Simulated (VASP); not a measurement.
# CdSe (F-43m) in VASP: further runs, part 2 of 2

VASP 6.6.1. Earlier steps stand in the parts before.

## Step 5: Single point, r2SCAN+rVV10

This run uses another cell than the first one, of 28.42 Å³/atom, 1.047 times its volume.

POSCAR reads:

```
CdSe
1.0
    0.0000000000      3.0517416104      3.0517416104
    3.0517416104      0.0000000000      3.0517416104
    3.0517416104      3.0517416104      0.0000000000
Cd Se
1 1
Direct
    0.0000000000      0.0000000000      0.0000000000
    0.7500000000      0.7500000000      0.7500000000
```

INCAR.step1 reads:

```
PREC = Accurate
ENCUT = 520
ISMEAR = 0
SIGMA = 0.01
LREAL = False
LASPH = True
NELM = 100
NBANDS = 16
GGA = PE
ALGO = Normal
EDIFF = 1E-4
LWAVE = True
LCHARG = False
```

INCAR.step2 reads:

```
PREC = Accurate
ENCUT = 520
EDIFF = 1E-6
ISMEAR = 0
SIGMA = 0.01
LREAL = False
LASPH = True
NELM = 100
ALGO = Normal
ISIF = 2
LWAVE = False
LCHARG = False
METAGGA = R2SCAN
LMIXTAU = True
LUSE_VDW = True
IVDW_NL = 2
BPARAM = 11.95
CPARAM = 0.0093
NBANDS = 16
ISTART = 1
```

KPOINTS reads:

```
regular mesh
0
Gamma
  5 5 5
```

Potentials or basis: VASP PAW PBE potentials, release 64 (Cd, Se).

Started as:

```sh
$ cat potpaw_PBE.64/Cd/POTCAR potpaw_PBE.64/Se/POTCAR > POTCAR
$ cp INCAR.step1 INCAR
$ mpirun -np 1 vasp_std > vasp.out
$ cp INCAR.step2 INCAR
$ mpirun -np 1 vasp_std > vasp.out
```

OUTCAR:

```text
PREC = Accurate
   ENCUT = 520
   EDIFF = 1E-6
   ISMEAR = 0
   LREAL = False
   LASPH = True
   NELM = 100
   ISIF = 2
   METAGGA = R2SCAN
   IVDW_NL = 2
   BPARAM = 11.95
   ISTART = 1

 ion  position               nearest neighbor table
   1  0.000  0.000  0.000-   2 2.64   2 2.64   2 2.64   2 2.64
   2  0.750  0.750  0.750-   1 2.64   1 2.64   1 2.64   1 2.64

  LATTYP: Found a face centered cubic cell.
 ALAT       =     6.1034832208

[... 362 lines left out ...]
     16      14.8809      0.00000

------------------------ aborting loop because EDIFF is reached ----------------------------------------

  FORCE on cell =-STRESS in cart. coord.  units (eV):
  Direction    XX          YY          ZZ          XY          YZ          ZX
  --------------------------------------------------------------------------------------
  -------------------------------------------------------------------------------------
  Total        0.1306963      0.1306963      0.1306963      0.0000000      0.0000000      0.0000000
  in kB        3.6838388      3.6838388      3.6838388      0.0000000      0.0000000      0.0000000
  external PRESSURE =       3.6838388 kB  Pullay stress =       0.0000000 kB

 VOLUME and BASIS-vectors are now :
 -----------------------------------------------------------------------------
  energy-cutoff  :      520.00
  volume of cell :       56.84
      direct lattice vectors                 reciprocal lattice vectors
     0.000000000  3.051741610  3.051741610    -0.163840870  0.163840870  0.163840870
     3.051741610  0.000000000  3.051741610     0.163840870 -0.163840870  0.163840870
     3.051741610  3.051741610  0.000000000     0.163840870  0.163840870 -0.163840870

 POSITION                                       TOTAL-FORCE (eV/Angst)
 -----------------------------------------------------------------------------------
      0.00000      0.00000      0.00000         0.000000      0.000000      0.000000
      4.57761      4.57761      4.57761        -0.000000     -0.000000     -0.000000
 -----------------------------------------------------------------------------------
    total drift:                                0.000002      0.000002      0.000002

  FREE ENERGIE OF THE ION-ELECTRON SYSTEM (eV)
  ---------------------------------------------------
  free  energy   TOTEN  =       -35.3110232199 eV

  energy  without entropy=      -35.3110232199  energy(sigma->0) =      -35.31102322
```

OSZICAR.step1:

```text
N       E                     dE             d eps       ncg     rms          rms(c)
DAV:   1     0.978689685203E+02    0.97869E+02   -0.88138E+03   344   0.999E+02
DAV:   2    -0.211515388151E+01   -0.99984E+02   -0.95485E+02   376   0.242E+02
DAV:   3    -0.582842887444E+01   -0.37133E+01   -0.37059E+01   368   0.473E+01
DAV:   4    -0.584567891906E+01   -0.17250E-01   -0.17249E-01   392   0.319E+00
DAV:   5    -0.584578304479E+01   -0.10413E-03   -0.10413E-03   384   0.218E-01    0.611E+00
DAV:   6    -0.548503273488E+01    0.36075E+00   -0.54162E-01   440   0.880E+00    0.485E+00
DAV:   7    -0.546242264433E+01    0.22610E-01   -0.14874E-01   392   0.256E+00    0.208E+00
DAV:   8    -0.546345080807E+01   -0.10282E-02   -0.13986E-02   344   0.143E+00    0.254E-01
DAV:   9    -0.546365079558E+01   -0.19999E-03   -0.14989E-03   376   0.500E-01    0.467E-02
DAV:  10    -0.546371697072E+01   -0.66175E-04   -0.15994E-04   328   0.163E-01
   1 F= -.54637170E+01 E0= -.54637170E+01  d E =-.940245E-21
```

It took 2.9 min on 1 thread of AMD EPYC 7R13, shared host; peak memory 0.29 GiB.

What came out:

- Free energy: -35.3110 eV
- Pressure: 0.4 GPa
- Band gap on the k mesh: 1.01 eV, direct

Caveat: the PAW data sets were made with another functional, which shifts forces and pressure a little.

## Step 6: Relaxation of cell and atoms, LDA

This run uses another cell than the first one, of 28.94 Å³/atom, 1.067 times its volume.

INCAR reads:

```
SYSTEM = CdSe
PREC = Accurate
ENCUT = 600
EDIFF = 1E-6
ISMEAR = 0
SIGMA = 0.01
LREAL = .FALSE.
LASPH = .TRUE.
NELM = 100
ALGO = Normal
ISIF = 3
LWAVE = .FALSE.
LCHARG = .FALSE.
IBRION = 2
NSW = 80
EDIFFG = -0.01
```

KPOINTS reads:

```
Automatic mesh
0
G
  5 5 5
  0 0 0
```

POSCAR reads:

```
CdSe
1.0
    0.0000000000      3.0702710000      3.0702710000
    3.0702710000      0.0000000000      3.0702710000
    3.0702710000      3.0702710000      0.0000000000
Cd Se
1 1
Direct
    0.0000000000      0.0000000000      0.0000000000
    0.7500000000      0.7500000000      0.7500000000
```

Potentials or basis: VASP PAW LDA potentials, release 64 (Cd, Se).

Started as:

```sh
$ cat potpaw_LDA.64/Cd/POTCAR potpaw_LDA.64/Se/POTCAR > POTCAR
$ mpirun -np 1 vasp_std > vasp.out
```

Wall time 62 s (1 thread of AMD EPYC 7R13, shared host); peak memory 0.15 GiB.

Results (log left out):

```yaml
Free_energy: -6.7462 eV
Relaxed_volume: 27.33 Å³/atom
Relaxed_cell: a = 4.260 Å, b = 4.260 Å, c = 4.260 Å, α = 60.00°, β = 60.00°, γ = 60.00°
Space_group_after_relaxing_to_0.05_Å: F-43m (No. 216)
Energy_gained_by_relaxing: 15.3 meV/atom
Ionic_steps: 3
Pressure_after_relaxing: 0.0 GPa
Band_gap_on_the_k_mesh: 0.41 eV, direct
```

Step by step:
```tsv
step	energy change (eV)	largest force (eV/Å)	pressure (GPa)	volume (Å³)
1	0.0000	0.0000	-2.88	57.88
2	-0.0268	0.0000	1.16	53.63
3	-0.0305	0.0000	-0.01	54.67
```

Final structure:
```xyz
2
Lattice="0.0000 3.0123 3.0123 3.0123 0.0000 3.0123 3.0123 3.0123 0.0000" Properties=species:S:1:pos:R:3 pbc="T T T"
Cd    0.0000    0.0000    0.0000
Se    4.5185    4.5185    4.5185
```

Levels at points of the mesh, in eV from the valence-band top:
| k point | band 5 | band 6 | band 7 | band 8 | band 9 | band 10 | band 11 | band 12 | band 13 |
| --- | --- | --- | --- | --- | --- | --- | --- | --- | --- |
| (0.00, 0.00, 0.00) | -7.66 | -7.66 | 0.00 | 0.00 | 0.00 | 0.41 | 5.79 | 5.79 | 5.79 |

## Step 7: Overview

| task | level | potentials or basis | cell | cutoff (eV) | gap on the mesh (eV) | pressure (GPa) |
| --- | --- | --- | --- | --- | --- | --- |
| single point | LDA | VASP PAW LDA potentials, release 64 (Cd, Se) | a = 4.250 Å, angles 60.0°, 2 atoms | 520 | 0.43 | 0.5 |
| single point | PBE+D4 | VASP PAW PBE potentials, release 64 (Cd, Se) | a = 4.324 Å, angles 60.0°, 2 atoms | 520 | 0.57 | 0.3 |
| single point | RPBE | VASP PAW PBE potentials, release 64 (Cd, Se) | a = 4.445 Å, angles 60.0°, 2 atoms | 520 | 0.57 | 0.2 |
| single point | r2SCAN+rVV10 | VASP PAW PBE potentials, release 64 (Cd, Se) | a = 4.316 Å, angles 60.0°, 2 atoms | 520 | 1.01 | 0.4 |
| relaxation of cell and atoms | LDA | VASP PAW LDA potentials, release 64 (Cd, Se) | relaxed from a = 4.342 Å, angles 60.0°, 2 atoms | 600 | 0.41 | 0.0 |

Alike in all rows: no spin polarisation; k mesh 5 × 5 × 5; smearing gaussian 0.01 eV.

Caveats: the PAW data sets were made with another functional, which shifts forces and pressure a little (some runs).

Absolute energies hang on the potentials; compare differences alone.
